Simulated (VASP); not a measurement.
# Au (P6_3/mmc) in VASP: notebook

The runs below take Au through single point, with PBE.

All numbers are computed with VASP 6.6.1; they aren't measurements. Logs are shortened: lines on timing, memory, paths and dates and some standing lists are left out, and cuts for length are marked.

## 1. The cell of the first run

The structure is hexagonal, space group P6_3/mmc (No. 194). Conventional cell: a = 3.124 Å, b = 3.124 Å, c = 4.205 Å, α = 90.00°, β = 90.00°, γ = 120.00°. Within 3.7 Å of Au (site symmetry -6m2) lie 12 Au at 2.77 to 3.12 Å.

## 2. Single point, PBE

Input file INCAR:

```
SYSTEM = Au
PREC     = Accurate       ! precision mode
ENCUT    = 520            ! plane-wave cutoff, eV
EDIFF    = 1E-6           ! SCF threshold, eV
ISMEAR   = 0              ! smearing method
SIGMA    = 0.15           ! smearing width, eV
LREAL    = .FALSE.        ! projectors in reciprocal space
LASPH    = .TRUE.         ! aspherical terms in the spheres
NELM     = 80             ! most SCF steps
ALGO     = Fast           ! electronic algorithm
ISIF     = 2              ! what is computed and relaxed
LWAVE    = .FALSE.        ! write WAVECAR
LCHARG   = .FALSE.        ! write CHGCAR
GGA      = PE             ! functional
NBANDS   = 18             ! bands
```

Input file KPOINTS:

```
Automatic mesh
0
G
  24 24 12
  0 0 0
```

Input file POSCAR:

```
Au
1.0
    3.1239285882      0.0000000000      0.0000000000
   -1.5619642941      2.7054015170      0.0000000000
    0.0000000000      0.0000000000      4.2054565149
Au
2
Direct
    0.3333333333      0.6666666667      0.7500000000
    0.6666666667      0.3333333333      0.2500000000
```

Potentials or basis: VASP PAW PBE potentials, release 64 (Au).

On the command line:

```bash
$ cat potpaw_PBE.64/Au/POTCAR > POTCAR
$ mpirun -np 1 vasp_std > vasp.out
```

OUTCAR:

```text
SYSTEM = Au
   PREC = Accurate
   ENCUT = 520
   EDIFF = 1E-6
   ISMEAR = 0
   LREAL = .FALSE.
   LASPH = .TRUE.
   NELM = 80
   ISIF = 2
   GGA = PE

 ion  position               nearest neighbor table
   1  0.333  0.667  0.750-   2 2.77   2 2.77   2 2.77   2 2.77   2 2.77   2 2.77
   2  0.667  0.333  0.250-   1 2.77   1 2.77   1 2.77   1 2.77   1 2.77   1 2.77

  LATTYP: Found a hexagonal cell.
 ALAT       =     3.1239285882
 C/A-ratio  =     1.3462076344

  Lattice vectors:

 A1 = (   3.1239285882,   0.0000000000,   0.0000000000)
 A2 = (  -1.5619642941,   2.7054015170,   0.0000000000)
 A3 = (   0.0000000000,   0.0000000000,   4.2054565149)

Analysis of symmetry for initial positions (statically):
=====================================================================
 Subroutine PRICEL returns:
 Original cell was already a primitive cell.

 Routine SETGRP: Setting up the symmetry group for a
 hexagonal supercell.

 Subroutine GETGRP returns: Found 24 space group operations
 (whereof 12 operations were pure point group operations)
 out of a pool of 24 trial point group operations.

The static configuration has the point symmetry D_3d.
 The point group associated with its full space group is D_6h.

Analysis of symmetry for dynamics (positions and initial velocities):
=====================================================================
 Subroutine PRICEL returns:
 Original cell was already a primitive cell.

 Routine SETGRP: Setting up the symmetry group for a
 hexagonal supercell.

 Subroutine GETGRP returns: Found 24 space group operations
 (whereof 12 operations were pure point group operations)
 out of a pool of 24 trial point group operations.

The dynamic configuration has the point symmetry D_3d.
 The point group associated with its full space group is D_6h.

 Subroutine INISYM returns: Found 24 space group operations
 (whereof 12 operations are pure point group operations),
 and found     1 'primitive' translations

----------------------------------------------------------------------------------------

                                     Primitive cell

  volume of cell :      35.5423

  direct lattice vectors                    reciprocal lattice vectors
     3.123928588  0.000000000  0.000000000     0.320109750  0.184815450  0.000000000
    -1.561964294  2.705401517  0.000000000     0.000000000  0.369630901  0.000000000
     0.000000000  0.000000000  4.205456515     0.000000000  0.000000000  0.237786313

  length of vectors
     3.123928588  3.123928588  4.205456515     0.369630901  0.369630901  0.237786313

  position of ions in fractional coordinates (direct lattice)
     0.333333333  0.666666667  0.750000000
     0.666666667  0.333333333  0.250000000

  ion indices of the primitive-cell ions
   primitive index   ion index
                 1           1
                 2           2

----------------------------------------------------------------------------------------

 KPOINTS: Automatic mesh

Automatic generation of k-mesh.
 Grid dimensions read from file:
 generate k-points for:   24   24   12

 Generating k-lattice:

  Cartesian coordinates                     Fractional coordinates (reciprocal lattice)
     0.013337906  0.007700644  0.000000000     0.041666667  0.000000000  0.000000000
     0.000000000  0.015401288  0.000000000     0.000000000  0.041666667  0.000000000
     0.000000000  0.000000000  0.019815526     0.000000000  0.000000000  0.083333333

  Length of vectors
     0.015401288  0.015401288  0.019815526

  Shift w.r.t. Gamma in fractional coordinates (k-lattice)
     0.000000000  0.000000000  0.000000000

 Subroutine IBZKPT returns following result:
 ===========================================

 Found    427 irreducible k-points:

 Following reciprocal coordinates:
            Coordinates               Weight
  0.000000  0.000000  0.000000      1.000000
  0.041667  0.000000  0.000000      6.000000
  0.083333 -0.000000  0.000000      6.000000
  0.125000 -0.000000  0.000000      6.000000
  0.166667 -0.000000  0.000000      6.000000
  0.208333  0.000000  0.000000      6.000000
[... 16 lines left out ...]
  0.416667  0.041667  0.000000     12.000000
  0.458333  0.041667  0.000000     12.000000
 [... further k-points ...]
   k-points           NKPTS =    427   k-points in BZ     NKDIM =    427   number of bands    NBANDS=     18
   number of dos      NEDOS =    301   number of ions     NIONS =      2
   total plane-waves  NPLWV =  18432
   dimension x,y,z NGX =    24 NGY =   24 NGZ =   32
   dimension x,y,z NGXF=    48 NGYF=   48 NGZF=   64
   ions per type =               2
   NGX,Y,Z   is equivalent  to a cutoff of  12.77, 12.77, 12.65 a.u.
   NGXF,Y,Z  is equivalent  to a cutoff of  25.54, 25.54, 25.30 a.u.
 SYSTEM =  Au
   PREC   = accura    normal or accurate (medium, high low for compatibility)
   ISTART =      0    job   : 0-new  1-cont  2-samecut
   ICHARG =      2    charge: 1-file 2-atom 10-const
   ISPIN  =      1    spin polarized calculation?
   LNONCOLLINEAR =      F non collinear calculations
   LSORBIT =      F    spin-orbit coupling
   LASPH  =      T    aspherical Exc in radial PAW
   ENCUT  =  520.0 eV  38.22 Ry    6.18 a.u.   5.81  5.81  7.82*2*pi/ulx,y,z
   NELM   =     80;   NELMIN=  2; NELMDL= -5     # of ELM steps
   EDIFF  = 0.1E-05   stopping-criterion for ELM
   LREAL  =      F    real-space projection
   EDIFFG = 0.1E-04   stopping-criterion for IOM
   NSW    =      0    number of steps for IOM
   IBRION =     -1    ionic relax: 0-MD 1-quasi-New 2-CG
   NFREE  =      0    steps in history (QN), initial steepest desc. (CG)
   ISIF   =      2    stress and relaxation
   ISYM   =      2    0-nonsym 1-usesym 2-fastsym
   POTIM  = 0.5000    time-step for ionic-motion
   TEBEG  =    0.0;   TEEND  =   0.0 temperature during run
   PSTRESS=    0.0 pullay stress
   NELECT =      22.0000    total number of electrons
   NUPDOWN=      -1.0000    fix difference up-down
   EMIN   =  10.00;   EMAX   =-10.00  energy-range for DOS
   EFERMI =   0.00;   METHOD = LEGACY
   ISMEAR =     0;   SIGMA  =   0.15  broadening in eV -4-tet -1-fermi 0-gaus
   EFERMI_NEDOS =   21; number of points for ismear=-14 and -15
   IALGO  =     68    algorithm
   IMIX   =      4    mixing-type and parameters
     AMIX     =   0.40;   BMIX     =  1.00
     AMIX_MAG =   1.60;   BMIX_MAG =  1.00
  volume/ion in A,a.u.               =      17.77       119.93
  Fermi-wavevector in a.u.,A,eV,Ry     =   1.395191  2.636529 26.484537  1.946559
  Thomas-Fermi vector in A             =   2.518667
   LORBIT       =      0    0 simple, 1 ext, 2 COOP (PROOUT), +10 PAW based schemes
   GGA     = PE    functional components
   LHFCALC =     F    Hartree Fock is set to
   AEXX    =    0.0000 exact exchange contribution
   IVDW    =     0    specifies the selected vdW correction
   LEPSILON=     F    determine dielectric tensor
   LRPA    =     F    only Hartree local field effects (RPA)
 non-spin polarized calculation
 RMM-DIIS sequential band-by-band and
 Gauss-broadening in eV      SIGMA  =   0.15
  energy-cutoff  :      520.00
  volume of cell :       35.54
 maximum number of plane-waves:       974
 NGX is ok and might be reduce to    24
   NGX = 11   NGY = 11   NGZ = 15

 number of electron      22.0000005 magnetization

 Free energy of the ion-electron system (eV)
  ---------------------------------------------------
  ext. energy  EPLUGINS =         0.00000000
  ---------------------------------------------------
  free energy    TOTEN  =        -6.18865854 eV

  energy without entropy =       -6.18221167  energy(sigma->0) =       -6.18543510

 E-fermi :   8.7074     XC(G=0): -12.4346

 val. band max:        8.7025811611   @ k =   0.3750   0.1667   0.2500
 cond. band min:       8.7155644991   @ k =   0.0833  -0.0000   0.1667
 fundamental gap:      0.0129833380
 Fermi energy:         8.7074181852

 k-point     1 :       0.0000    0.0000    0.0000
  band No.  band energies     occupation
      1      -0.6500      2.00000
      2       2.0653      2.00000
      3       4.3168      2.00000
      4       4.3168      2.00000
      5       4.3583      2.00000
      6       4.3583      2.00000
[... 10 lines left out ...]
     17      25.5872      0.00000
     18      27.3497      0.00000

 k-point     2 :       0.0417    0.0000    0.0000
  band No.  band energies     occupation
      1      -0.6060      2.00000
      2       2.0899      2.00000
      3       4.2967      2.00000
      4       4.2998      2.00000
      5       4.3148      2.00000
      6       4.3847      2.00000
[... 10 lines left out ...]
     17      25.7441      0.00000
     18      27.2753      0.00000

 k-point     3 :       0.0833   -0.0000    0.0000
  band No.  band energies     occupation
      1      -0.4750      2.00000
      2       2.1601      2.00000
      3       4.2032      2.00000
      4       4.2394      2.00000
      5       4.2467      2.00000
      6       4.4630      2.00000
[... 10 lines left out ...]
     17      26.0299      0.00000
     18      27.2368      0.00000

 k-point     4 :       0.1250   -0.0000    0.0000
  band No.  band energies     occupation
      1      -0.2611      2.00000
      2       2.2656      2.00000
      3       4.0598      2.00000
      4       4.1519      2.00000
      5       4.1529      2.00000
      6       4.5899      2.00000
[... 10 lines left out ...]
     17      26.3957      0.00000
     18      26.9138      0.00000

 k-point     5 :       0.1667   -0.0000    0.0000
  band No.  band energies     occupation
      1       0.0280      2.00000
      2       2.3865      2.00000
      3       3.9192      2.00000
      4       4.0109      2.00000
      5       4.0474      2.00000
      6       4.7599      2.00000
[... 10 lines left out ...]
     17      26.0231      0.00000
     18      26.7330      0.00000

 k-point     6 :       0.2083    0.0000    0.0000
  band No.  band energies     occupation
      1       0.3797      2.00000
      2       2.4932      2.00000
      3       3.8151      2.00000
      4       3.8277      2.00000
      5       3.9330      2.00000
      6       4.9109      2.00000
[... 10 lines left out ...]
     17      25.2335      0.00000
     18      25.8104      0.00000

 k-point     7 :       0.2500   -0.0000    0.0000
  band No.  band energies     occupation
      1       0.7734      2.00000
      2       2.5519      2.00000
      3       3.6181      2.00000
      4       3.7817      2.00000
      5       3.8184      2.00000
      6       4.9842      2.00000
[... 10 lines left out ...]
     17      24.5205      0.00000
     18      24.6994      0.00000

 k-point     8 :       0.2917    0.0000    0.0000
  band No.  band energies     occupation
      1       1.1767      2.00000
      2       2.5472      2.00000
      3       3.4045      2.00000
      4       3.7107      2.00000
      5       3.8426      2.00000
      6       5.1104      2.00000
[... 10 lines left out ...]
     17      23.8752      0.00000
     18      24.4549      0.00000
[... 229 lines left out ...]
     17      24.1685      0.00000
     18      24.5515      0.00000

 k-point    20 :       0.2917    0.0417    0.0000
  band No.  band energies     occupation
      1       1.3952      2.00000
      2       2.5453      2.00000
      3       3.2679      2.00000
      4       3.6908      2.00000
      5       3.8687      2.00000
      6       5.1823      2.00000
[... 10 lines left out ...]
     17      23.5631      0.00000
     18      24.6635      0.00000

 k-point    21 :       0.3333    0.0417    0.0000
  band No.  band energies     occupation
      1       1.7284      2.00000
      2       2.4826      2.00000
      3       3.0885      2.00000
      4       3.6052      2.00000
      5       4.0668      2.00000
      6       5.2438      2.00000
[... 10 lines left out ...]
     17      22.9945      0.00000
     18      24.5498      0.00000

 k-point    22 :       0.3750    0.0417    0.0000
  band No.  band energies     occupation
      1       1.9692      2.00000
      2       2.4155      2.00000
      3       2.9454      2.00000
      4       3.5380      2.00000
      5       4.3289      2.00000
      6       5.2110      2.00000
[... 10 lines left out ...]
     17      22.4439      0.00000
     18      24.0422      0.00000

 k-point    23 :       0.4167    0.0417    0.0000
  band No.  band energies     occupation
      1       2.1139      2.00000
      2       2.3621      2.00000
      3       2.8463      2.00000
      4       3.4918      2.00000
      5       4.5856      2.00000
      6       5.1918      2.00000
[... 10 lines left out ...]
     17      21.9399      0.00000
     18      23.6940      0.00000

 k-point    24 :       0.4583    0.0417    0.0000
  band No.  band energies     occupation
      1       2.1796      2.00000
      2       2.3327      2.00000
      3       2.7957      2.00000
      4       3.4683      2.00000
      5       4.7459      2.00000
      6       5.1829      2.00000
[... 10 lines left out ...]
     17      21.6067      0.00000
     18      23.5214      0.00000

 [... further k-points ...]
[... 5 lines left out ...]
  --------------------------------------------------------------------------------------
  -------------------------------------------------------------------------------------
  Total        0.7348961      0.7348961      3.7047333      0.0000000     -0.0000000      0.0000000
  in kB       33.1276435     33.1276435    167.0019557      0.0000000     -0.0000000      0.0000000
  external PRESSURE =      77.7524143 kB  Pullay stress =       0.0000000 kB

 VOLUME and BASIS-vectors are now :
 -----------------------------------------------------------------------------
  energy-cutoff  :      520.00
  volume of cell :       35.54
      direct lattice vectors                 reciprocal lattice vectors
     3.123928588  0.000000000  0.000000000     0.320109750  0.184815450  0.000000000
    -1.561964294  2.705401517  0.000000000     0.000000000  0.369630901  0.000000000
     0.000000000  0.000000000  4.205456515     0.000000000  0.000000000  0.237786313

 POSITION                                       TOTAL-FORCE (eV/Angst)
 -----------------------------------------------------------------------------------
     -0.00000      1.80360      3.15409         0.000000      0.000000      0.000000
      1.56196      0.90180      1.05136        -0.000000      0.000000      0.000000
 -----------------------------------------------------------------------------------
    total drift:                               -0.000000      0.000000     -0.000000

  FREE ENERGIE OF THE ION-ELECTRON SYSTEM (eV)
  ---------------------------------------------------
  free  energy   TOTEN  =        -6.1886585402 eV

  energy  without entropy=       -6.1822116675  energy(sigma->0) =       -6.18543510
```

Wall time 4 min (1 thread of AMD EPYC 7R13 (Zen 3), shared host); peak memory 0.29 GiB.

What came out:

- Free energy: -6.1887 eV
- Pressure: 7.8 GPa
- Band gap on the k mesh: zero (band 11 reaches 12.33 eV, above the bottom of band 12 at 6.44 eV)

Caveat: spin-orbit coupling is left out, which moves the levels of the heavy elements.

(Part 1 of 2 ends here.)
